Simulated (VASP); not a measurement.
# Ca (Fm-3m) in VASP: notebook

Ca is run at these levels: PBEsol; tasks: single point.

All numbers are computed with VASP 6.6.1; they aren't measurements. Logs are shortened: lines on timing, memory, paths and dates and some standing lists are left out, and cuts for length are marked.

**1. The cell of the first run**

The structure is cubic, space group Fm-3m (No. 225). Conventional cell: a = 5.421 Å, b = 5.421 Å, c = 5.421 Å, α = 90.00°, β = 90.00°, γ = 90.00°. Within 5.0 Å of Ca (site symmetry m-3m) lie 12 Ca at 3.83 Å.

**2. Single point, PBEsol (strain -0.030 along x and y, -0.030 along z)**

Input file INCAR:

```
SYSTEM = Ca
ALGO = Fast
EDIFF = 1E-6
ENCUT = 520
GGA = PS
ISIF = 2
ISMEAR = 0
LASPH = .TRUE.
LCHARG = .TRUE.
LELF = .TRUE.
LREAL = .FALSE.
LVHAR = .TRUE.
LWAVE = .FALSE.
NBANDS = 11
NELM = 60
PREC = Accurate
SIGMA = 0.15
```

Input file KPOINTS:

```
k-points
0
G
  14 14 14
  0 0 0
```

Input file POSCAR:

```
Ca
1.0
    0.0000000000      2.7103740000      2.7103740000
    2.7103740000      0.0000000000      2.7103740000
    2.7103740000      2.7103740000      0.0000000000
Ca
1
Direct
    0.0000000000      0.0000000000      0.0000000000
```

Potentials or basis: VASP PAW PBE potentials, release 64 (Ca_sv).

Launch:

```console
cat potpaw_PBE.64/Ca_sv/POTCAR > POTCAR
mpirun -np 1 vasp_std > vasp.out
```

OUTCAR:

```text
SYSTEM = Ca
   EDIFF = 1E-6
   ENCUT = 520
   GGA = PS
   ISIF = 2
   ISMEAR = 0
   LASPH = .TRUE.
   LREAL = .FALSE.
   NELM = 60
   PREC = Accurate

 ion  position               nearest neighbor table
   1  0.000  0.000  0.000-

  LATTYP: Found a face centered cubic cell.
 ALAT       =     5.4207480000

  Lattice vectors:

 A1 = (   0.0000000000,   2.7103740000,   2.7103740000)
 A2 = (   2.7103740000,   0.0000000000,   2.7103740000)
 A3 = (   2.7103740000,   2.7103740000,   0.0000000000)

Analysis of symmetry for initial positions (statically):
=====================================================================
 Subroutine PRICEL returns:
 Original cell was already a primitive cell.

 Routine SETGRP: Setting up the symmetry group for a
 face centered cubic supercell.

 Subroutine GETGRP returns: Found 48 space group operations
 (whereof 48 operations were pure point group operations)
 out of a pool of 48 trial point group operations.

The static configuration has the point symmetry O_h .

Analysis of symmetry for dynamics (positions and initial velocities):
=====================================================================
 Subroutine PRICEL returns:
 Original cell was already a primitive cell.

 Routine SETGRP: Setting up the symmetry group for a
 face centered cubic supercell.

 Subroutine GETGRP returns: Found 48 space group operations
 (whereof 48 operations were pure point group operations)
 out of a pool of 48 trial point group operations.

The dynamic configuration has the point symmetry O_h .

 Subroutine INISYM returns: Found 48 space group operations
 (whereof 48 operations are pure point group operations),
 and found     1 'primitive' translations

----------------------------------------------------------------------------------------

                                     Primitive cell

  volume of cell :      39.8215

  direct lattice vectors                    reciprocal lattice vectors
     0.000000000  2.710374000  2.710374000    -0.184476386  0.184476386  0.184476386
     2.710374000  0.000000000  2.710374000     0.184476386 -0.184476386  0.184476386
     2.710374000  2.710374000  0.000000000     0.184476386  0.184476386 -0.184476386

  length of vectors
     3.833047670  3.833047670  3.833047670     0.319522473  0.319522473  0.319522473

  position of ions in fractional coordinates (direct lattice)
     0.000000000  0.000000000  0.000000000

  ion indices of the primitive-cell ions
   primitive index   ion index
                 1           1

----------------------------------------------------------------------------------------

 KPOINTS: k-points

Automatic generation of k-mesh.
 Grid dimensions read from file:
 generate k-points for:   14   14   14

 Generating k-lattice:

  Cartesian coordinates                     Fractional coordinates (reciprocal lattice)
    -0.013176885  0.013176885  0.013176885     0.071428571  0.000000000  0.000000000
     0.013176885 -0.013176885  0.013176885     0.000000000  0.071428571  0.000000000
     0.013176885  0.013176885 -0.013176885     0.000000000  0.000000000  0.071428571

  Length of vectors
     0.022823034  0.022823034  0.022823034

  Shift w.r.t. Gamma in fractional coordinates (k-lattice)
     0.000000000  0.000000000  0.000000000

 Subroutine IBZKPT returns following result:
 ===========================================

 Found    104 irreducible k-points:

 Following reciprocal coordinates:
            Coordinates               Weight
  0.000000  0.000000  0.000000      1.000000
  0.071429  0.000000  0.000000      8.000000
  0.142857  0.000000  0.000000      8.000000
  0.214286  0.000000  0.000000      8.000000
  0.285714  0.000000  0.000000      8.000000
  0.357143  0.000000  0.000000      8.000000
[... 16 lines left out ...]
  0.214286  0.142857  0.000000     24.000000
  0.285714  0.142857  0.000000     24.000000
 [... further k-points ...]
   k-points           NKPTS =    104   k-points in BZ     NKDIM =    104   number of bands    NBANDS=     11
   number of dos      NEDOS =    301   number of ions     NIONS =      1
   total plane-waves  NPLWV =  27000
   dimension x,y,z NGX =    30 NGY =   30 NGZ =   30
   dimension x,y,z NGXF=    60 NGYF=   60 NGZF=   60
   ions per type =               1
   NGX,Y,Z   is equivalent  to a cutoff of  13.01, 13.01, 13.01 a.u.
   NGXF,Y,Z  is equivalent  to a cutoff of  26.02, 26.02, 26.02 a.u.
 SYSTEM =  Ca
   PREC   = accura    normal or accurate (medium, high low for compatibility)
   ISTART =      0    job   : 0-new  1-cont  2-samecut
   ICHARG =      2    charge: 1-file 2-atom 10-const
   ISPIN  =      1    spin polarized calculation?
   LNONCOLLINEAR =      F non collinear calculations
   LSORBIT =      F    spin-orbit coupling
   LASPH  =      T    aspherical Exc in radial PAW
   ENCUT  =  520.0 eV  38.22 Ry    6.18 a.u.   7.13  7.13  7.13*2*pi/ulx,y,z
   NELM   =     60;   NELMIN=  2; NELMDL= -5     # of ELM steps
   EDIFF  = 0.1E-05   stopping-criterion for ELM
   LREAL  =      F    real-space projection
   EDIFFG = 0.1E-04   stopping-criterion for IOM
   NSW    =      0    number of steps for IOM
   IBRION =     -1    ionic relax: 0-MD 1-quasi-New 2-CG
   NFREE  =      0    steps in history (QN), initial steepest desc. (CG)
   ISIF   =      2    stress and relaxation
   ISYM   =      2    0-nonsym 1-usesym 2-fastsym
   POTIM  = 0.5000    time-step for ionic-motion
   TEBEG  =    0.0;   TEEND  =   0.0 temperature during run
   PSTRESS=    0.0 pullay stress
   NELECT =      10.0000    total number of electrons
   NUPDOWN=      -1.0000    fix difference up-down
   EMIN   =  10.00;   EMAX   =-10.00  energy-range for DOS
   EFERMI =   0.00;   METHOD = LEGACY
   ISMEAR =     0;   SIGMA  =   0.15  broadening in eV -4-tet -1-fermi 0-gaus
   EFERMI_NEDOS =   21; number of points for ismear=-14 and -15
   IALGO  =     68    algorithm
   IMIX   =      4    mixing-type and parameters
     AMIX     =   0.40;   BMIX     =  1.00
     AMIX_MAG =   1.60;   BMIX_MAG =  1.00
  volume/ion in A,a.u.               =      39.82       268.73
  Fermi-wavevector in a.u.,A,eV,Ry     =   1.032846  1.951796 14.514301  1.066771
  Thomas-Fermi vector in A             =   2.167064
   LORBIT       =      0    0 simple, 1 ext, 2 COOP (PROOUT), +10 PAW based schemes
   GGA     = PS    functional components
   LHFCALC =     F    Hartree Fock is set to
   AEXX    =    0.0000 exact exchange contribution
   IVDW    =     0    specifies the selected vdW correction
   LEPSILON=     F    determine dielectric tensor
   LRPA    =     F    only Hartree local field effects (RPA)
 non-spin polarized calculation
 RMM-DIIS sequential band-by-band and
 Gauss-broadening in eV      SIGMA  =   0.15
  energy-cutoff  :      520.00
  volume of cell :       39.82
 maximum number of plane-waves:      1090
 NGX is ok and might be reduce to    30
   NGX = 15   NGY = 15   NGZ = 15

 number of electron      10.0000001 magnetization

 Free energy of the ion-electron system (eV)
  ---------------------------------------------------
  ext. energy  EPLUGINS =         0.00000000
  ---------------------------------------------------
  free energy    TOTEN  =        -2.14059562 eV

  energy without entropy =       -2.12593444  energy(sigma->0) =       -2.13326503

 E-fermi :   2.1206     XC(G=0):  -7.9965

 val. band max:        2.1195561129   @ k =  -0.4286   0.2143   0.0714
 cond. band min:       2.1316798932   @ k =  -0.3571   0.3571   0.0000
 fundamental gap:      0.0121237804
 Fermi energy:         2.1205781935

 k-point     1 :       0.0000    0.0000    0.0000
  band No.  band energies     occupation
      1     -39.5858      2.00000
      2     -20.5691      2.00000
      3     -20.5691      2.00000
      4     -20.5691      2.00000
      5      -2.0150      2.00000
      6       4.5243      0.00000
      7       4.5243      0.00000
      8       4.5243      0.00000
      9       5.6799      0.00000
     10       5.6799      0.00000
     11      11.5035      0.00000

 k-point     2 :       0.0714    0.0000    0.0000
  band No.  band energies     occupation
      1     -39.5849      2.00000
      2     -20.5779      2.00000
      3     -20.5703      2.00000
      4     -20.5703      2.00000
      5      -1.9230      2.00000
      6       4.4230      0.00000
      7       4.5605      0.00000
      8       4.5605      0.00000
      9       5.6474      0.00000
     10       5.6475      0.00000
     11      11.6285      0.00000

 k-point     3 :       0.1429    0.0000    0.0000
  band No.  band energies     occupation
      1     -39.5824      2.00000
      2     -20.6025      2.00000
      3     -20.5736      2.00000
      4     -20.5736      2.00000
      5      -1.6520      2.00000
      6       4.1512      0.00000
      7       4.6430      0.00000
      8       4.6430      0.00000
      9       5.5888      0.00000
     10       5.5888      0.00000
     11      11.5804      0.00000

 k-point     4 :       0.2143    0.0000    0.0000
  band No.  band energies     occupation
      1     -39.5787      2.00000
      2     -20.6378      2.00000
      3     -20.5784      2.00000
      4     -20.5784      2.00000
      5      -1.2176      2.00000
      6       3.7732      0.00000
      7       4.6872      0.00000
      8       4.6872      0.00000
      9       5.6137      0.00000
     10       5.6137      0.00000
     11      10.4659      0.00000
[... 239 lines left out ...]
 k-point    22 :       0.1429    0.1429    0.0000
  band No.  band energies     occupation
      1     -39.5813      2.00000
      2     -20.6015      2.00000
      3     -20.5810      2.00000
      4     -20.5810      2.00000
      5      -1.5327      2.00000
      6       4.0603      0.00000
      7       4.7263      0.00000
      8       4.7263      0.00000
      9       5.1957      0.00000
     10       5.8075      0.00000
     11      12.1180      0.00000

 k-point    23 :       0.2143    0.1429    0.0000
  band No.  band energies     occupation
      1     -39.5785      2.00000
      2     -20.6244      2.00000
      3     -20.5870      2.00000
      4     -20.5856      2.00000
      5      -1.2143      2.00000
      6       3.8167      0.00000
      7       4.7346      0.00000
      8       4.8259      0.00000
      9       5.0931      0.00000
     10       5.8729      0.00000
     11      11.4599      0.00000

 k-point    24 :       0.2857    0.1429    0.0000
  band No.  band energies     occupation
      1     -39.5750      2.00000
      2     -20.6560      2.00000
      3     -20.5930      2.00000
      4     -20.5911      2.00000
      5      -0.7441      2.00000
      6       3.5071      0.00000
      7       4.4921      0.00000
      8       4.8634      0.00000
      9       5.3288      0.00000
     10       6.0035      0.00000
     11      10.2480      0.00000

 [... further k-points ...]

------------------------ aborting loop because EDIFF is reached ----------------------------------------

  FORCE on cell =-STRESS in cart. coord.  units (eV):
  Direction    XX          YY          ZZ          XY          YZ          ZX
  --------------------------------------------------------------------------------------
  -------------------------------------------------------------------------------------
  Total        0.0935225      0.0935225      0.0935225      0.0000000      0.0000000      0.0000000
  in kB        3.7627824      3.7627824      3.7627824      0.0000000      0.0000000      0.0000000
  external PRESSURE =       3.7627824 kB  Pullay stress =       0.0000000 kB

 VOLUME and BASIS-vectors are now :
 -----------------------------------------------------------------------------
  energy-cutoff  :      520.00
  volume of cell :       39.82
      direct lattice vectors                 reciprocal lattice vectors
     0.000000000  2.710374000  2.710374000    -0.184476386  0.184476386  0.184476386
     2.710374000  0.000000000  2.710374000     0.184476386 -0.184476386  0.184476386
     2.710374000  2.710374000  0.000000000     0.184476386  0.184476386 -0.184476386

 POSITION                                       TOTAL-FORCE (eV/Angst)
 -----------------------------------------------------------------------------------
      0.00000      0.00000      0.00000         0.000000     -0.000000      0.000000
 -----------------------------------------------------------------------------------
    total drift:                               -0.000000     -0.000000      0.000000

  FREE ENERGIE OF THE ION-ELECTRON SYSTEM (eV)
  ---------------------------------------------------
  free  energy   TOTEN  =        -2.1405956191 eV

  energy  without entropy=       -2.1259344421  energy(sigma->0) =       -2.13326503
```

It took 29 s on 1 thread of Intel Xeon 6975P-C (Granite Rapids), shared host; peak memory 0.19 GiB.

What came out:

* Free energy: -2.1406 eV
* Pressure: 0.4 GPa
* Band gap on the k mesh: zero (band 5 reaches 2.24 eV, above the bottom of band 6 at 2.01 eV)

Caveat: the cell differs from its parent crystal (strain -0.030 along x and y, -0.030 along z); the PAW data sets were made with another functional, which shifts forces and pressure a little.

(Continued in part 2 of 3.)
